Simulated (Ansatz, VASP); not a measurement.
MnHg: VASP beside Ansatz

```
Mn Hg
1.0
     3.22145    0.00000    0.00000
     0.00000    3.22145    0.00000
     0.00000    0.00000    3.24594
Mn Hg
1 1
Direct
  0.50000 0.50000 0.50000
  0.00000 0.00000 0.00000
```

Change from the starting cell: volume scaled by 0.9405, crystal datasets.

Alike in both runs: task electric field gradients; functional PBE; k mesh 11 × 11 × 11; occupations fermi-dirac, width 0.05 eV; collinear spin.

|  | VASP | Ansatz |
| --- | --- | --- |
| version | VASP 6.6.1 | Ansatz 0.2.0 |
| potentials or method | VASP PAW PBE potentials, release 64 (Mn_pv, Hg), cutoff 520 eV | all-electron PAW with datasets made for the crystal, scalar-relativistic |

VASP gave:

* pressure (GPa): 8.2
* traceless stress, the component that is largest in VASP (GPa): -0.10
* net moment per atom (μB): 1.85
* size of the moment on the site where the two differ most (μB): 0.06
* size of Vzz on the site where it differs most (V/Å²): 0.4

Q: Estimate Ansatz's values.

A: Pressure (GPa): 7.5; traceless stress, the component that is largest in VASP (GPa): -0.09; net moment per atom (μB): 1.85; size of the moment on the site where the two differ most (μB): 0.02; size of Vzz on the site where it differs most (V/Å²): 0.6.

Site moments also hang on the region over which each program counts them. Ansatz ran all-electron here, and VASP with PAW potentials.

Neither program's run includes spin-orbit coupling.
